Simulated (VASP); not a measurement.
# La (Im-3m) in VASP: a series of runs

La is run at these levels: LDA; tasks: relaxation of the atoms, single point.

All numbers are computed with VASP 6.6.1; they aren't measurements. Logs are shortened: lines on timing, memory, paths and dates and some standing lists are left out, and cuts for length are marked.

## Step 1: The cell of the first run

The structure is cubic, space group Im-3m (No. 229). The conventional cell has a = 4.358 Å, b = 4.358 Å, c = 4.358 Å, α = 90.00°, β = 90.00°, γ = 90.00°. Within 5.0 Å of La (site symmetry m-3m) lie 14 La at 3.77 to 4.36 Å.

This isn't the form of La at room conditions, which is double hcp.

## Step 2: Relaxation of the atoms, LDA (41.39 Å³/atom)

File INCAR:

```
SYSTEM = La
  PREC = Accurate
  ENCUT = 520
  EDIFF = 1E-7
  ISMEAR = 0
  SIGMA = 0.05
  LREAL = .False.
  LASPH = .True.
  NELM = 80
  ALGO = Normal
  ISIF = 2
  LWAVE = .False.
  LCHARG = .False.
  IBRION = 2
  NSW = 60
  EDIFFG = -0.01
```

File KPOINTS:

```
Automatic mesh
0
Gamma
  6 6 6
  0 0 0
```

File POSCAR:

```
La
1.0
    4.3580400600      0.0000000000      0.0000000000
    0.0000000000      4.3580400600      0.0000000000
    0.0000000000      0.0000000000      4.3580400600
La
2
Direct
    0.0000000000      0.0000000000      0.0000000000
    0.5000000000      0.5000000000      0.5000000000
```

Potentials or basis: VASP PAW LDA potentials, release 64 (La).

The run is started by

```
cat potpaw_LDA.64/La/POTCAR > POTCAR
mpirun -np 1 vasp_std > vasp.out
```

OUTCAR:

```text
SYSTEM = La
   PREC = Accurate
   ENCUT = 520
   EDIFF = 1E-7
   ISMEAR = 0
   LREAL = .False.
   LASPH = .True.
   NELM = 80
   ISIF = 2
   IBRION = 2
   NSW = 60
   EDIFFG = -0.01

 ion  position               nearest neighbor table
   1  0.000  0.000  0.000-
   2  0.500  0.500  0.500-

  LATTYP: Found a simple cubic cell.
 ALAT       =     4.3580400600

  Lattice vectors:

 A1 = (   4.3580400600,   0.0000000000,   0.0000000000)
 A2 = (   0.0000000000,   4.3580400600,   0.0000000000)
 A3 = (   0.0000000000,   0.0000000000,   4.3580400600)

Analysis of symmetry for initial positions (statically):
=====================================================================
 Subroutine PRICEL returns following result:

  LATTYP: Found a body centered cubic cell.
 ALAT       =     4.3580400600

  Lattice vectors:

 A1 = (   2.1790200300,   2.1790200300,  -2.1790200300)
 A2 = (  -2.1790200300,   2.1790200300,   2.1790200300)
 A3 = (   2.1790200300,  -2.1790200300,   2.1790200300)

   2 primitive cells build up your supercell.

 Routine SETGRP: Setting up the symmetry group for a
 simple cubic supercell.

 Subroutine GETGRP returns: Found 48 space group operations
 (whereof 48 operations were pure point group operations)
 out of a pool of 48 trial point group operations.

The static configuration has the point symmetry O_h .

Analysis of symmetry for dynamics (positions and initial velocities):
=====================================================================
 Subroutine PRICEL returns following result:

  LATTYP: Found a body centered cubic cell.
 ALAT       =     4.3580400600

  Lattice vectors:

 A1 = (   2.1790200300,   2.1790200300,  -2.1790200300)
 A2 = (  -2.1790200300,   2.1790200300,   2.1790200300)
 A3 = (   2.1790200300,  -2.1790200300,   2.1790200300)

   2 primitive cells build up your supercell.

 Routine SETGRP: Setting up the symmetry group for a
 simple cubic supercell.

 Subroutine GETGRP returns: Found 48 space group operations
 (whereof 48 operations were pure point group operations)
 out of a pool of 48 trial point group operations.

The dynamic configuration has the point symmetry O_h .

 Subroutine INISYM returns: Found 48 space group operations
 (whereof 48 operations are pure point group operations),
 and found     2 'primitive' translations
[... 94 lines left out ...]
   ISIF   =      2    stress and relaxation
   ISYM   =      2    0-nonsym 1-usesym 2-fastsym
   POTIM  = 0.5000    time-step for ionic-motion
   TEBEG  =    0.0;   TEEND  =   0.0 temperature during run
   PSTRESS=    0.0 pullay stress
   NELECT =      22.0000    total number of electrons
   NUPDOWN=      -1.0000    fix difference up-down
   EMIN   =  10.00;   EMAX   =-10.00  energy-range for DOS
   EFERMI =   0.00;   METHOD = LEGACY
   ISMEAR =     0;   SIGMA  =   0.05  broadening in eV -4-tet -1-fermi 0-gaus
   EFERMI_NEDOS =   21; number of points for ismear=-14 and -15
   IALGO  =     38    algorithm
   IMIX   =      4    mixing-type and parameters
     AMIX     =   0.40;   BMIX     =  1.00
     AMIX_MAG =   1.60;   BMIX_MAG =  1.00
  volume/ion in A,a.u.               =      41.39       279.28
  Fermi-wavevector in a.u.,A,eV,Ry     =   1.052587  1.989100 15.074419  1.107939
  Thomas-Fermi vector in A             =   2.187675
   LORBIT       =      0    0 simple, 1 ext, 2 COOP (PROOUT), +10 PAW based schemes
   GGA     = CA    functional components
   LHFCALC =     F    Hartree Fock is set to
   AEXX    =    0.0000 exact exchange contribution
   IVDW    =     0    specifies the selected vdW correction
   LEPSILON=     F    determine dielectric tensor
   LRPA    =     F    only Hartree local field effects (RPA)
 conjugate gradient relaxation of ions
 non-spin polarized calculation
 Gauss-broadening in eV      SIGMA  =   0.05
  energy-cutoff  :      520.00
  volume of cell :       82.77
 maximum number of plane-waves:      2272
   NGX = 17   NGY = 17   NGZ = 17

 number of electron      22.0000007 magnetization

 Free energy of the ion-electron system (eV)
  ---------------------------------------------------
  ext. energy  EPLUGINS =         0.00000000
  ---------------------------------------------------
  free energy    TOTEN  =       -10.57037761 eV

  energy without entropy =      -10.55927372  energy(sigma->0) =      -10.56482567

 E-fermi :   6.6855     XC(G=0):  -9.3367

 val. band max:        6.6848039393   @ k =   0.3333   0.3333   0.1667
 cond. band min:       6.7021409236   @ k =   0.5000   0.1667   0.0000
 fundamental gap:      0.0173369843
 Fermi energy:         6.6854906234

 k-point     1 :       0.0000    0.0000    0.0000
  band No.  band energies     occupation
      1     -26.2737      2.00000
      2     -26.0385      2.00000
      3     -10.1278      2.00000
      4     -10.1278      2.00000
      5     -10.1278      2.00000
      6      -9.4295      2.00000
      7      -9.4295      2.00000
      8      -9.4295      2.00000
      9       3.4359      2.00000
     10       5.1037      2.00000
     11       5.1037      2.00000
     12       7.8401      0.00000
     13       7.8402      0.00000
     14       7.8403      0.00000
[... 329 lines left out ...]
      2     -26.1262      2.00000
      3      -9.9552      2.00000
      4      -9.9552      2.00000
      5      -9.9552      2.00000
      6      -9.9552      2.00000
      7      -9.9552      2.00000
      8      -9.9552      2.00000
      9       6.9705      0.00000
     10       6.9705      0.00000
     11       6.9705      0.00000
     12       6.9705      0.00000
     13       6.9705      0.00000
     14       6.9705      0.00000
     15       8.0162      0.00000

------------------------ aborting loop because EDIFF is reached ----------------------------------------

  FORCE on cell =-STRESS in cart. coord.  units (eV):
  Direction    XX          YY          ZZ          XY          YZ          ZX
  --------------------------------------------------------------------------------------
  -------------------------------------------------------------------------------------
  Total       -2.6193584     -2.6193584     -2.6193584     -0.0000000     -0.0000000      0.0000000
  in kB      -50.7027887    -50.7027887    -50.7027887     -0.0000000     -0.0000000      0.0000000
  external PRESSURE =     -50.7027887 kB  Pullay stress =       0.0000000 kB

 VOLUME and BASIS-vectors are now :
 -----------------------------------------------------------------------------
  energy-cutoff  :      520.00
  volume of cell :       82.77
      direct lattice vectors                 reciprocal lattice vectors
     4.358040060  0.000000000  0.000000000     0.229460947  0.000000000  0.000000000
     0.000000000  4.358040060  0.000000000     0.000000000  0.229460947  0.000000000
     0.000000000  0.000000000  4.358040060     0.000000000  0.000000000  0.229460947

 POSITION                                       TOTAL-FORCE (eV/Angst)
 -----------------------------------------------------------------------------------
      0.00000      0.00000      0.00000        -0.000000     -0.000000     -0.000000
      2.17902      2.17902      2.17902         0.000000      0.000000      0.000000
 -----------------------------------------------------------------------------------
    total drift:                                0.000000      0.000000     -0.000000

  FREE ENERGIE OF THE ION-ELECTRON SYSTEM (eV)
  ---------------------------------------------------
  free  energy   TOTEN  =       -10.5703776145 eV

  energy  without entropy=      -10.5592737186  energy(sigma->0) =      -10.56482567

 reached required accuracy - stopping structural energy minimisation
```

OSZICAR:

```text
N       E                     dE             d eps       ncg     rms          rms(c)
DAV:   1     0.244161553758E+03    0.24416E+03   -0.79866E+03   600   0.197E+03
DAV:   2     0.298349647915E+02   -0.21433E+03   -0.21273E+03   904   0.328E+02
DAV:   3    -0.614456120049E+01   -0.35980E+02   -0.35509E+02   990   0.149E+02
DAV:   4    -0.101883119274E+02   -0.40438E+01   -0.38469E+01  1184   0.582E+01
DAV:   5    -0.105536940924E+02   -0.36538E+00   -0.34985E+00  1000   0.142E+01    0.283E+00
DAV:   6    -0.105814213219E+02   -0.27727E-01   -0.50341E-01  1192   0.587E+00    0.141E+00
DAV:   7    -0.105717360638E+02    0.96853E-02   -0.32577E-02  1088   0.167E+00    0.439E-01
DAV:   8    -0.105703152080E+02    0.14209E-02   -0.32282E-03  1184   0.537E-01    0.369E-02
DAV:   9    -0.105703586359E+02   -0.43428E-04   -0.40147E-04  1152   0.162E-01    0.320E-02
DAV:  10    -0.105703798322E+02   -0.21196E-04   -0.68812E-05  1200   0.617E-02    0.169E-02
DAV:  11    -0.105703776609E+02    0.21713E-05   -0.14845E-05  1072   0.402E-02    0.301E-03
DAV:  12    -0.105703776145E+02    0.46399E-07   -0.52149E-07   956   0.925E-03
   1 F= -.10570378E+02 E0= -.10564826E+02  d E =-.105704E+02
```

Wall time 18 s (1 thread of Intel Xeon Platinum 8259CL at 2.50GHz (Skylake/Cascade Lake), shared host); peak memory 0.17 GiB.

What came out:

```yaml
Free_energy: -10.5704 eV
Pressure_after_relaxing: -5.1 GPa
Band_gap_on_the_k_mesh: zero (bands 11 and 12 overlap by 0.48 eV)
```

Final structure:
```xyz
2
Lattice="4.3580 0.0000 0.0000 0.0000 4.3580 0.0000 0.0000 0.0000 4.3580" Properties=species:S:1:pos:R:3 pbc="T T T"
La    0.0000    0.0000    0.0000
La    2.1790    2.1790    2.1790
```

Caveat: the relaxation stopped at its first step, so nothing moved; spin-orbit coupling is left out, which moves the levels of the heavy elements.

## Step 3: Single point, LDA (41.39 Å³/atom)

File INCAR:

```
SYSTEM = La
  ALGO = Normal
  EDIFF = 1E-7
  ENCUT = 520
  ISIF = 2
  ISMEAR = 0
  LASPH = .TRUE.
  LCHARG = .FALSE.
  LREAL = .FALSE.
  LWAVE = .FALSE.
  NBANDS = 18
  NELM = 100
  PREC = Accurate
  SIGMA = 0.05
```

File KPOINTS:

```
k-points
0
G
  6 6 6
  0 0 0
```

POSCAR is that of step 2.

Potentials or basis: VASP PAW LDA potentials, release 64 (La).

The run is started by

```
cat potpaw_LDA.64/La/POTCAR > POTCAR
mpirun -np 1 vasp_std > vasp.out
```

Wall time 18 s (1 thread of Intel Xeon Platinum 8259CL at 2.50GHz (Skylake/Cascade Lake), shared host); peak memory 0.17 GiB.

Results (log left out):

```
Free energy            : -10.5704 eV
Pressure               : -5.1 GPa
Band gap on the k mesh : zero (bands 11 and 12 overlap by 0.48 eV)
```

Levels at points of the mesh, in eV from the Fermi level:
```csv
k point,band 9,band 10,band 11,band 12,band 13,band 14
"(0.00, 0.00, 0.00)",-3.25,-1.58,-1.58,1.15,1.15,1.15
"(0.50, 0.00, 0.00)",-0.86,-0.86,-0.20,-0.20,0.96,0.96
"(0.50, 0.50, 0.00)",-1.68,-1.68,-0.14,-0.14,1.16,1.16
"(0.50, 0.50, 0.50)",0.29,0.29,0.29,0.29,0.29,0.29
```

Caveat: the cell stands under tension; spin-orbit coupling is left out, which moves the levels of the heavy elements.

## Step 4: Relaxation of the atoms, LDA (41.39 Å³/atom)

File INCAR:

```
ALGO     = Normal         # electronic algorithm
EDIFF    = 1E-6           # SCF threshold, eV
EDIFFG   = -0.005         # ionic threshold
ENCUT    = 520            # plane-wave cutoff, eV
GGA      = CA             # functional
IBRION   = 2              # ionic algorithm
ISIF     = 2              # what is computed and relaxed
ISMEAR   = 0              # smearing method
LASPH    = T              # aspherical terms in the spheres
LCHARG   = F              # write CHGCAR
LREAL    = F              # projectors in reciprocal space
LWAVE    = F              # write WAVECAR
NELM     = 60             # most SCF steps
NSW      = 80             # ionic steps
PREC     = Accurate       # precision mode
SIGMA    = 0.05           # smearing width, eV
```

File KPOINTS:

```
k-points
0
Gamma
  6 6 6
```

POSCAR is that of step 3.

Potentials or basis: VASP PAW LDA potentials, release 64 (La).

The run is started by

```
cat potpaw_LDA.64/La/POTCAR > POTCAR
mpirun -np 1 vasp_std > vasp.out
```

OUTCAR:

```text
EDIFF = 1E-6
   EDIFFG = -0.005
   ENCUT = 520
   GGA = CA
   IBRION = 2
   ISIF = 2
   ISMEAR = 0
   LASPH = T
   LREAL = F
   NELM = 60
   NSW = 80
   PREC = Accurate

 ion  position               nearest neighbor table
   1  0.000  0.000  0.000-
   2  0.500  0.500  0.500-

  LATTYP: Found a simple cubic cell.
 ALAT       =     4.3580400600

  Lattice vectors:

 A1 = (   4.3580400600,   0.0000000000,   0.0000000000)
 A2 = (   0.0000000000,   4.3580400600,   0.0000000000)
 A3 = (   0.0000000000,   0.0000000000,   4.3580400600)

Analysis of symmetry for initial positions (statically):
=====================================================================
 Subroutine PRICEL returns following result:

  LATTYP: Found a body centered cubic cell.
 ALAT       =     4.3580400600

  Lattice vectors:

 A1 = (   2.1790200300,   2.1790200300,  -2.1790200300)
 A2 = (  -2.1790200300,   2.1790200300,   2.1790200300)
 A3 = (   2.1790200300,  -2.1790200300,   2.1790200300)

   2 primitive cells build up your supercell.

 Routine SETGRP: Setting up the symmetry group for a
 simple cubic supercell.

 Subroutine GETGRP returns: Found 48 space group operations
 (whereof 48 operations were pure point group operations)
 out of a pool of 48 trial point group operations.

The static configuration has the point symmetry O_h .

Analysis of symmetry for dynamics (positions and initial velocities):
=====================================================================
 Subroutine PRICEL returns following result:

  LATTYP: Found a body centered cubic cell.
 ALAT       =     4.3580400600

  Lattice vectors:

 A1 = (   2.1790200300,   2.1790200300,  -2.1790200300)
 A2 = (  -2.1790200300,   2.1790200300,   2.1790200300)
 A3 = (   2.1790200300,  -2.1790200300,   2.1790200300)

[... 127 lines left out ...]
   GGA     = CA    functional components
   LHFCALC =     F    Hartree Fock is set to
   AEXX    =    0.0000 exact exchange contribution
   IVDW    =     0    specifies the selected vdW correction
   LEPSILON=     F    determine dielectric tensor
   LRPA    =     F    only Hartree local field effects (RPA)
 conjugate gradient relaxation of ions
 non-spin polarized calculation
 Gauss-broadening in eV      SIGMA  =   0.05
  energy-cutoff  :      520.00
  volume of cell :       82.77
 maximum number of plane-waves:      2272
   NGX = 17   NGY = 17   NGZ = 17

 number of electron      22.0000007 magnetization

 Free energy of the ion-electron system (eV)
  ---------------------------------------------------
  ext. energy  EPLUGINS =         0.00000000
  ---------------------------------------------------
  free energy    TOTEN  =       -10.57037760 eV

  energy without entropy =      -10.55927369  energy(sigma->0) =      -10.56482564

 E-fermi :   6.6855     XC(G=0):  -9.3367

 val. band max:        6.6848048199   @ k =   0.3333   0.3333   0.1667
 cond. band min:       6.7021415607   @ k =   0.5000   0.1667   0.0000
 fundamental gap:      0.0173367408
 Fermi energy:         6.6854914230

 k-point     1 :       0.0000    0.0000    0.0000
  band No.  band energies     occupation
      1     -26.2737      2.00000
      2     -26.0385      2.00000
      3     -10.1278      2.00000
      4     -10.1278      2.00000
      5     -10.1278      2.00000
      6      -9.4295      2.00000
      7      -9.4295      2.00000
      8      -9.4295      2.00000
      9       3.4359      2.00000
     10       5.1037      2.00000
     11       5.1037      2.00000
     12       7.8401      0.00000
     13       7.8402      0.00000
     14       7.8403      0.00000
[... 329 lines left out ...]
      2     -26.1262      2.00000
      3      -9.9552      2.00000
      4      -9.9552      2.00000
      5      -9.9552      2.00000
      6      -9.9552      2.00000
      7      -9.9552      2.00000
      8      -9.9552      2.00000
      9       6.9705      0.00000
     10       6.9705      0.00000
     11       6.9705      0.00000
     12       6.9705      0.00000
     13       6.9705      0.00000
     14       6.9705      0.00000
     15       8.0162      0.00000

------------------------ aborting loop because EDIFF is reached ----------------------------------------

  FORCE on cell =-STRESS in cart. coord.  units (eV):
  Direction    XX          YY          ZZ          XY          YZ          ZX
  --------------------------------------------------------------------------------------
  -------------------------------------------------------------------------------------
  Total       -2.6183823     -2.6183823     -2.6183823      0.0000000      0.0000000      0.0000000
  in kB      -50.6838953    -50.6838953    -50.6838953      0.0000000      0.0000000      0.0000000
  external PRESSURE =     -50.6838953 kB  Pullay stress =       0.0000000 kB

 VOLUME and BASIS-vectors are now :
 -----------------------------------------------------------------------------
  energy-cutoff  :      520.00
  volume of cell :       82.77
      direct lattice vectors                 reciprocal lattice vectors
     4.358040060  0.000000000  0.000000000     0.229460947  0.000000000  0.000000000
     0.000000000  4.358040060  0.000000000     0.000000000  0.229460947  0.000000000
     0.000000000  0.000000000  4.358040060     0.000000000  0.000000000  0.229460947

 POSITION                                       TOTAL-FORCE (eV/Angst)
 -----------------------------------------------------------------------------------
      0.00000      0.00000      0.00000         0.000000      0.000000      0.000000
      2.17902      2.17902      2.17902        -0.000000     -0.000000     -0.000000
 -----------------------------------------------------------------------------------
    total drift:                                0.000000      0.000000     -0.000000

  FREE ENERGIE OF THE ION-ELECTRON SYSTEM (eV)
  ---------------------------------------------------
  free  energy   TOTEN  =       -10.5703775962 eV

  energy  without entropy=      -10.5592736907  energy(sigma->0) =      -10.56482564

 reached required accuracy - stopping structural energy minimisation
```

OSZICAR:

```text
N       E                     dE             d eps       ncg     rms          rms(c)
DAV:   1     0.244161553758E+03    0.24416E+03   -0.79866E+03   600   0.197E+03
DAV:   2     0.298349647915E+02   -0.21433E+03   -0.21273E+03   904   0.328E+02
DAV:   3    -0.614456120049E+01   -0.35980E+02   -0.35509E+02   990   0.149E+02
DAV:   4    -0.101883119274E+02   -0.40438E+01   -0.38469E+01  1184   0.582E+01
DAV:   5    -0.105536940924E+02   -0.36538E+00   -0.34985E+00  1000   0.142E+01    0.283E+00
DAV:   6    -0.105814213219E+02   -0.27727E-01   -0.50341E-01  1192   0.587E+00    0.141E+00
DAV:   7    -0.105717360638E+02    0.96853E-02   -0.32577E-02  1088   0.167E+00    0.439E-01
DAV:   8    -0.105703152080E+02    0.14209E-02   -0.32282E-03  1184   0.537E-01    0.369E-02
DAV:   9    -0.105703586359E+02   -0.43428E-04   -0.40147E-04  1152   0.162E-01    0.320E-02
DAV:  10    -0.105703798322E+02   -0.21196E-04   -0.68812E-05  1200   0.617E-02    0.169E-02
DAV:  11    -0.105703776536E+02    0.21786E-05   -0.14782E-05  1024   0.402E-02    0.300E-03
DAV:  12    -0.105703775962E+02    0.57393E-07   -0.40223E-07   692   0.104E-02
   1 F= -.10570378E+02 E0= -.10564826E+02  d E =-.105704E+02
```

CONTCAR:

```text
La
   1.00000000000000
     4.3580400600000004    0.0000000000000000    0.0000000000000000
     0.0000000000000000    4.3580400600000004    0.0000000000000000
     0.0000000000000000    0.0000000000000000    4.3580400600000004
  La
     2
Direct
     0.0000000000000000    0.0000000000000000    0.0000000000000000
     0.5000000000000000    0.5000000000000000    0.5000000000000000

  0.00000000E+00  0.00000000E+00  0.00000000E+00
  0.00000000E+00  0.00000000E+00  0.00000000E+00
```

It took 15 s on 1 thread of Intel Xeon Platinum 8259CL at 2.50GHz (Skylake/Cascade Lake), shared host; peak memory 0.17 GiB.

What came out:

```yaml
Free_energy: -10.5704 eV
Pressure_after_relaxing: -5.1 GPa
Band_gap_on_the_k_mesh: zero (bands 11 and 12 overlap by 0.48 eV)
```

Final structure:
```yaml
crystal:
  lattice:
    - [4.35804, 0.00000, 0.00000]
    - [0.00000, 4.35804, 0.00000]
    - [0.00000, 0.00000, 4.35804]
  atoms:
    - { symbol: La, position: [0.00000, 0.00000, 0.00000] }
    - { symbol: La, position: [0.50000, 0.50000, 0.50000] }
```

Caveat: the relaxation stopped at its first step, so nothing moved; spin-orbit coupling is left out, which moves the levels of the heavy elements.
